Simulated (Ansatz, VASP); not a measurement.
Ti: VASP beside Ansatz

```xyz
1
Lattice="0.0000 1.9894 2.0300 1.9894 0.0000 2.0300 1.9894 1.9894 0.0000" Properties=species:S:1:pos:R:3 pbc="T T T"
Ti    0.0000    0.0000    0.0000
```

Change from the starting cell: equal xx and yy strain of -2 %.

Alike in both runs: task single point; functional LDA; k mesh 15 × 15 × 15; occupations fermi-dirac, width 0.05 eV; no spin polarisation.

|  | VASP | Ansatz |
| --- | --- | --- |
| version | VASP 6.6.1 | Ansatz 0.2.0 |
| potentials or method | VASP PAW LDA potentials, release 64 (Ti_sv), cutoff 520 eV | all-electron LAPW, scalar-relativistic |

```csv
,VASP,Ansatz,Ansatz less VASP
pressure (GPa),-0.5,-0.3,+0.20
"traceless stress, the component that is largest in VASP (GPa)",-0.42,-0.41,+0.002
```

LDA's correlation is that of Perdew and Zunger in VASP and of Perdew and Wang (1992) in Ansatz. Ansatz ran all-electron here, and VASP with PAW potentials.
